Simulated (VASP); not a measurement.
# TaN (Amm2) in VASP: further runs, part 2 of 2

VASP 6.6.1.

## 4. Single point, LDA

Input file INCAR:

```
PREC     = Accurate       # precision mode
ENCUT    = 520            # plane-wave cutoff, eV
EDIFF    = 1E-6           # SCF threshold, eV
ISMEAR   = -1             # smearing method
SIGMA    = 0.02           # smearing width, eV
LREAL    = False          # projectors in reciprocal space
LASPH    = True           # aspherical terms in the spheres
NELM     = 100            # most SCF steps
ALGO     = Normal         # electronic algorithm
ISIF     = 2              # what is computed and relaxed
LWAVE    = False          # write WAVECAR
LCHARG   = True           # write CHGCAR
GGA      = CA             # functional
LELF     = True           # ELF
LVHAR    = True         
NBANDS   = 15             # bands
```

Input file KPOINTS:

```
regular mesh
0
Gamma
  9 9 8
```

Input file POSCAR:

```
TaN
1.0
    2.9380000000      0.0000000000      0.0000000000
   -1.4690000000      2.5443826363      0.0000000000
    0.0000000000      0.0000000000      2.8830000000
Ta N
1 1
Direct
    0.4444445758      0.5555555913      0.5000000000
   -0.1111112603      0.1111110397      0.0000000000
```

Potentials or basis: VASP PAW LDA potentials, release 64 (Ta_pv, N).

Run with:

```
$ cat potpaw_LDA.64/Ta_pv/POTCAR potpaw_LDA.64/N/POTCAR > POTCAR
$ mpirun -np 1 vasp_std > vasp.out
```

OUTCAR:

```text
PREC = Accurate
   ENCUT = 520
   EDIFF = 1E-6
   ISMEAR = -1
   LREAL = False
   LASPH = True
   NELM = 100
   ISIF = 2
   GGA = CA

 ion  position               nearest neighbor table
   1  0.444  0.556  0.500-   2 2.08   2 2.08   2 2.08   2 2.08   2 2.68   2 2.68
   2  0.889  0.111  0.000-   1 2.08   1 2.08   1 2.08   1 2.08   1 2.68   1 2.68

  LATTYP: Found a hexagonal cell.
 ALAT       =     2.9380000000
 C/A-ratio  =     0.9812797822

  Lattice vectors:

 A1 = (   2.9380000000,   0.0000000000,   0.0000000000)
 A2 = (  -1.4690000000,   2.5443826363,   0.0000000000)
 A3 = (   0.0000000000,   0.0000000000,   2.8830000000)

Analysis of symmetry for initial positions (statically):
=====================================================================
 Subroutine PRICEL returns:
 Original cell was already a primitive cell.

 Routine SETGRP: Setting up the symmetry group for a
 hexagonal supercell.

 Subroutine GETGRP returns: Found  4 space group operations
 (whereof  4 operations were pure point group operations)
 out of a pool of 24 trial point group operations.

The static configuration has the point symmetry C_2v.
[... 165 lines left out ...]
 fundamental gap:      0.0289605111
 Fermi energy:         8.3936237208

 k-point     1 :       0.0000    0.0000    0.0000
  band No.  band energies     occupation
      1     -26.4942      2.00000
      2     -26.2495      2.00000
      3     -26.1552      2.00000
      4      -9.5141      2.00000
      5       3.3922      2.00000
      6       4.7387      2.00000
      7       4.9658      2.00000
      8       5.2257      2.00000
      9       7.6722      2.00000
     10       8.5988      0.00007
     11      11.3802      0.00000
     12      12.4567      0.00000
     13      14.9183      0.00000
     14      20.6263      0.00000
[... 401 lines left out ...]
      2     -26.7736      2.00000
      3     -26.3421      2.00000
      4      -7.2767      2.00000
      5       0.9818      2.00000
      6       2.3383      2.00000
      7       3.3090      2.00000
      8       7.2255      2.00000
      9       9.0318      0.00000
     10      10.9965      0.00000
     11      12.8745      0.00000
     12      14.4037      0.00000
     13      17.5619      0.00000
     14      19.0104      0.00000
     15      20.6402      0.00000

 [... further k-points ...]
[... 5 lines left out ...]
  --------------------------------------------------------------------------------------
  -------------------------------------------------------------------------------------
  Total        1.4618364      1.4475950      3.9510587     -0.0123334      0.0000000      0.0000000
  in kB      108.6752117    107.6164876    293.7279032     -0.9168820      0.0000000      0.0000000
  external PRESSURE =     170.0065342 kB  Pullay stress =       0.0000000 kB

 VOLUME and BASIS-vectors are now :
 -----------------------------------------------------------------------------
  energy-cutoff  :      520.00
  volume of cell :       21.55
      direct lattice vectors                 reciprocal lattice vectors
     2.938000000  0.000000000  0.000000000     0.340367597  0.196511324  0.000000000
    -1.469000000  2.544382636  0.000000000     0.000000000  0.393022648  0.000000000
     0.000000000  0.000000000  2.883000000     0.000000000  0.000000000  0.346860909

 POSITION                                       TOTAL-FORCE (eV/Angst)
 -----------------------------------------------------------------------------------
      0.48967      1.41355      1.44150         2.526065     -1.458424      0.000000
      2.44833      0.28271      0.00000        -2.526065      1.458424      0.000000
 -----------------------------------------------------------------------------------
    total drift:                                0.000078      0.000119     -0.000000

  FREE ENERGIE OF THE ION-ELECTRON SYSTEM (eV)
  ---------------------------------------------------
  free  energy   TOTEN  =       -23.3723829208 eV

  energy  without entropy=      -23.3715619716  energy(sigma->0) =      -23.37197245
```

Run time: 26 s. Hardware: 1 thread of Intel Xeon Platinum 8259CL at 2.50GHz (Skylake/Cascade Lake), shared host; peak memory 0.16 GiB.

What came out:

```
Free energy            : -23.3724 eV
Pressure               : 17.0 GPa
Largest force          : 2.917 eV/Å
Band gap on the k mesh : zero (band 8 reaches 10.25 eV, above the bottom of band 9 at 7.67 eV)
```

Forces on the atoms (eV/Å):
```
Ta   2.526 -1.458  0.000
N   -2.526  1.458  0.000
```

Stress tensor (GPa, compression positive):
```
10.87 -0.09  0.00
-0.09 10.76  0.00
 0.00  0.00 29.37
```

Levels at points of the mesh, in eV from the Fermi level:
| k point | band 6 | band 7 | band 8 | band 9 | band 10 | band 11 |
| --- | --- | --- | --- | --- | --- | --- |
| (0.00, 0.00, 0.00) | -3.65 | -3.43 | -3.17 | -0.72 | 0.21 | 2.99 |
| (0.00, 0.00, 0.50) | -6.42 | -2.28 | -1.84 | -0.11 | 1.43 | 3.79 |

Caveat: spin-orbit coupling is left out, which moves the levels of the heavy elements; forces of over 1 eV/Å act on the atoms, so gaps and moduli don't describe the material at rest.

## 5. Single point, LDA

Input file INCAR:

```
ALGO     = Normal         # electronic algorithm
EDIFF    = 1E-6           # SCF threshold, eV
ENCUT    = 520            # plane-wave cutoff, eV
ISIF     = 2              # what is computed and relaxed
ISMEAR   = -1             # smearing method
LASPH    = T              # aspherical terms in the spheres
LCHARG   = F              # write CHGCAR
LREAL    = F              # projectors in reciprocal space
LWAVE    = F              # write WAVECAR
NBANDS   = 15             # bands
NELM     = 100            # most SCF steps
PREC     = Accurate       # precision mode
SIGMA    = 0.02           # smearing width, eV
```

Input file KPOINTS:

```
k-points
0
Gamma
  9 9 8
```

Input file POSCAR:

```
TaN
1.0
    2.9380000000      0.0000000000      0.0000000000
   -1.4690000000      2.5443826363      0.0000000000
    0.0000000000      0.0000000000      2.8830000000
Ta N
1 1
Direct
    0.4722221847      0.5277779296      0.5000000000
   -0.1388888692      0.1388887013      0.0000000000
```

Potentials or basis: VASP PAW LDA potentials, release 64 (Ta_pv, N).

Run with:

```
$ cat potpaw_LDA.64/Ta_pv/POTCAR potpaw_LDA.64/N/POTCAR > POTCAR
$ mpirun -np 1 vasp_std > vasp.out
```

OUTCAR:

```text
EDIFF = 1E-6
   ENCUT = 520
   ISIF = 2
   ISMEAR = -1
   LASPH = T
   LREAL = F
   NELM = 100
   PREC = Accurate

 ion  position               nearest neighbor table
   1  0.472  0.528  0.500-   2 2.13   2 2.13   2 2.13   2 2.13   2 2.45   2 2.45
   2  0.861  0.139  0.000-   1 2.13   1 2.13   1 2.13   1 2.13   1 2.45   1 2.45

  LATTYP: Found a hexagonal cell.
 ALAT       =     2.9380000000
 C/A-ratio  =     0.9812797822

  Lattice vectors:

 A1 = (   2.9380000000,   0.0000000000,   0.0000000000)
 A2 = (  -1.4690000000,   2.5443826363,   0.0000000000)
 A3 = (   0.0000000000,   0.0000000000,   2.8830000000)

Analysis of symmetry for initial positions (statically):
=====================================================================
 Subroutine PRICEL returns:
 Original cell was already a primitive cell.

 Routine SETGRP: Setting up the symmetry group for a
 hexagonal supercell.

 Subroutine GETGRP returns: Found  4 space group operations
 (whereof  4 operations were pure point group operations)
 out of a pool of 24 trial point group operations.

The static configuration has the point symmetry C_2v.

Analysis of symmetry for dynamics (positions and initial velocities):
=====================================================================
 Subroutine PRICEL returns:
 Original cell was already a primitive cell.

 Routine SETGRP: Setting up the symmetry group for a
 hexagonal supercell.

 Subroutine GETGRP returns: Found  4 space group operations
 (whereof  4 operations were pure point group operations)
 out of a pool of 24 trial point group operations.

The dynamic configuration has the point symmetry C_2v.

 Subroutine INISYM returns: Found  4 space group operations
 (whereof  4 operations are pure point group operations),
 and found     1 'primitive' translations

----------------------------------------------------------------------------------------

                                     Primitive cell

  volume of cell :      21.5516

  direct lattice vectors                    reciprocal lattice vectors
     2.938000000  0.000000000  0.000000000     0.340367597  0.196511324  0.000000000
    -1.469000000  2.544382636  0.000000000     0.000000000  0.393022648  0.000000000
     0.000000000  0.000000000  2.883000000     0.000000000  0.000000000  0.346860909

  length of vectors
     2.938000000  2.938000000  2.883000000     0.393022648  0.393022648  0.346860909

  position of ions in fractional coordinates (direct lattice)
     0.472222185  0.527777930  0.500000000
     0.861111131  0.138888701  0.000000000

  ion indices of the primitive-cell ions
   primitive index   ion index
                 1           1
                 2           2

----------------------------------------------------------------------------------------

 KPOINTS: k-points

Automatic generation of k-mesh.
 Grid dimensions read from file:
 generate k-points for:    9    9    8

 Generating k-lattice:

  Cartesian coordinates                     Fractional coordinates (reciprocal lattice)
     0.037818622  0.021834592  0.000000000     0.111111111  0.000000000  0.000000000
     0.000000000  0.043669183  0.000000000     0.000000000  0.111111111  0.000000000
     0.000000000  0.000000000  0.043357614     0.000000000  0.000000000  0.125000000

  Length of vectors
     0.043669183  0.043669183  0.043357614

  Shift w.r.t. Gamma in fractional coordinates (k-lattice)
     0.000000000  0.000000000  0.000000000

 Subroutine IBZKPT returns following result:
 ===========================================

 Found    125 irreducible k-points:

 Following reciprocal coordinates:
            Coordinates               Weight
  0.000000  0.000000  0.000000      1.000000
  0.111111 -0.000000  0.000000      4.000000
 -0.111111  0.111111  0.000000      2.000000
  0.222222 -0.000000  0.000000      4.000000
 -0.222222  0.222222  0.000000      2.000000
  0.333333 -0.000000  0.000000      4.000000
[... 16 lines left out ...]
 -0.222222 -0.444444  0.000000      4.000000
  0.444444  0.333333  0.000000      4.000000
 [... further k-points ...]
   k-points           NKPTS =    125   k-points in BZ     NKDIM =    125   number of bands    NBANDS=     15
   number of dos      NEDOS =    301   number of ions     NIONS =      2
   total plane-waves  NPLWV =  13824
   dimension x,y,z NGX =    24 NGY =   24 NGZ =   24
   dimension x,y,z NGXF=    48 NGYF=   48 NGZF=   48
   ions per type =               1   1
   NGX,Y,Z   is equivalent  to a cutoff of  13.58, 13.58, 13.84 a.u.
   NGXF,Y,Z  is equivalent  to a cutoff of  27.16, 27.16, 27.68 a.u.
 SYSTEM =  unknown system
   PREC   = accura    normal or accurate (medium, high low for compatibility)
   ISTART =      0    job   : 0-new  1-cont  2-samecut
   ICHARG =      2    charge: 1-file 2-atom 10-const
   ISPIN  =      1    spin polarized calculation?
   LNONCOLLINEAR =      F non collinear calculations
   LSORBIT =      F    spin-orbit coupling
   LASPH  =      T    aspherical Exc in radial PAW
   ENCUT  =  520.0 eV  38.22 Ry    6.18 a.u.   5.46  5.46  5.36*2*pi/ulx,y,z
   NELM   =    100;   NELMIN=  2; NELMDL= -5     # of ELM steps
   EDIFF  = 0.1E-05   stopping-criterion for ELM
   LREAL  =      F    real-space projection
   EDIFFG = 0.1E-04   stopping-criterion for IOM
   NSW    =      0    number of steps for IOM
   IBRION =     -1    ionic relax: 0-MD 1-quasi-New 2-CG
   NFREE  =      0    steps in history (QN), initial steepest desc. (CG)
   ISIF   =      2    stress and relaxation
   ISYM   =      2    0-nonsym 1-usesym 2-fastsym
   POTIM  = 0.5000    time-step for ionic-motion
   TEBEG  =    0.0;   TEEND  =   0.0 temperature during run
   PSTRESS=    0.0 pullay stress
   NELECT =      16.0000    total number of electrons
   NUPDOWN=      -1.0000    fix difference up-down
   EMIN   =  10.00;   EMAX   =-10.00  energy-range for DOS
   EFERMI =   0.00;   METHOD = LEGACY
   ISMEAR =    -1;   SIGMA  =   0.02  broadening in eV -4-tet -1-fermi 0-gaus
   EFERMI_NEDOS =   21; number of points for ismear=-14 and -15
   IALGO  =     38    algorithm
   IMIX   =      4    mixing-type and parameters
     AMIX     =   0.40;   BMIX     =  1.00
     AMIX_MAG =   1.60;   BMIX_MAG =  1.00
  volume/ion in A,a.u.               =      10.78        72.72
  Fermi-wavevector in a.u.,A,eV,Ry     =   1.482365  2.801264 29.897531  2.197407
  Thomas-Fermi vector in A             =   2.596160
   LORBIT       =      0    0 simple, 1 ext, 2 COOP (PROOUT), +10 PAW based schemes
   GGA     = CA    functional components
   LHFCALC =     F    Hartree Fock is set to
   AEXX    =    0.0000 exact exchange contribution
   IVDW    =     0    specifies the selected vdW correction
   LEPSILON=     F    determine dielectric tensor
   LRPA    =     F    only Hartree local field effects (RPA)
 non-spin polarized calculation
  energy-cutoff  :      520.00
  volume of cell :       21.55
 maximum number of plane-waves:       599
 NGX is ok and might be reduce to    24
   NGX = 11   NGY = 11   NGZ = 11

 number of electron      15.9999999 magnetization

 Free energy of the ion-electron system (eV)
  ---------------------------------------------------
  ext. energy  EPLUGINS =         0.00000000
  ---------------------------------------------------
  free energy    TOTEN  =       -24.26240786 eV

  energy without entropy =      -24.26204120  energy(sigma->0) =      -24.26222453

 E-fermi :   8.4430     XC(G=0): -13.5656

 val. band max:        8.4013876946   @ k =   0.4444   0.4444   0.3750
 cond. band min:       8.4742972453   @ k =  -0.1111   0.1111   0.3750
 fundamental gap:      0.0729095507
 Fermi energy:         8.4429683833

 k-point     1 :       0.0000    0.0000    0.0000
  band No.  band energies     occupation
      1     -26.5203      2.00000
      2     -26.2491      2.00000
      3     -26.2321      2.00000
      4      -9.4555      2.00000
      5       3.1838      2.00000
      6       4.0505      2.00000
      7       4.2633      2.00000
      8       5.1659      2.00000
      9       9.3961      0.00000
     10      10.2302      0.00000
     11      11.6955      0.00000
     12      12.3720      0.00000
     13      13.6985      0.00000
     14      20.5367      0.00000
     15      21.4158      0.00000
[... 397 lines left out ...]
 k-point    24 :       0.4444    0.3333    0.0000
  band No.  band energies     occupation
      1     -27.0929      2.00000
      2     -26.7627      2.00000
      3     -26.3677      2.00000
      4      -7.1085      2.00000
      5       0.6559      2.00000
      6       2.7603      2.00000
      7       3.2479      2.00000
      8       7.1853      2.00000
      9       9.1567      0.00000
     10      10.3376      0.00000
     11      12.1959      0.00000
     12      14.6827      0.00000
     13      18.4725      0.00000
     14      20.0096      0.00000
     15      20.5815      0.00000

 [... further k-points ...]
[... 5 lines left out ...]
  --------------------------------------------------------------------------------------
  -------------------------------------------------------------------------------------
  Total       -0.5443359     -0.2638864      0.3540666      0.2428764      0.0000000      0.0000000
  in kB      -40.4667854    -19.6177272     26.3218673     18.0558140      0.0000000      0.0000000
  external PRESSURE =     -11.2542151 kB  Pullay stress =       0.0000000 kB

 VOLUME and BASIS-vectors are now :
 -----------------------------------------------------------------------------
  energy-cutoff  :      520.00
  volume of cell :       21.55
      direct lattice vectors                 reciprocal lattice vectors
     2.938000000  0.000000000  0.000000000     0.340367597  0.196511324  0.000000000
    -1.469000000  2.544382636  0.000000000     0.000000000  0.393022648  0.000000000
     0.000000000  0.000000000  2.883000000     0.000000000  0.000000000  0.346860909

 POSITION                                       TOTAL-FORCE (eV/Angst)
 -----------------------------------------------------------------------------------
      0.61208      1.34287      1.44150         2.413923     -1.393679      0.000000
      2.32592      0.35339      0.00000        -2.413923      1.393679      0.000000
 -----------------------------------------------------------------------------------
    total drift:                                0.000110      0.000068     -0.000000

  FREE ENERGIE OF THE ION-ELECTRON SYSTEM (eV)
  ---------------------------------------------------
  free  energy   TOTEN  =       -24.2624078579 eV

  energy  without entropy=      -24.2620411994  energy(sigma->0) =      -24.26222453
```

Run time: 32 s. Hardware: 1 thread of Intel Xeon Platinum 8259CL at 2.50GHz (Skylake/Cascade Lake), shared host; peak memory 0.15 GiB.

What came out:

| Property | Result |
| --- | --- |
| Free energy | -24.2624 eV |
| Pressure | -1.1 GPa |
| Largest force | 2.787 eV/Å |
| Band gap on the k mesh | zero (band 8 reaches 8.89 eV, above the bottom of band 9 at 8.07 eV) |

Forces on the atoms (eV/Å):
```
Ta   2.414 -1.394  0.000
N   -2.414  1.394  0.000
```

Caveat: spin-orbit coupling is left out, which moves the levels of the heavy elements; forces of over 1 eV/Å act on the atoms, so gaps and moduli don't describe the material at rest.
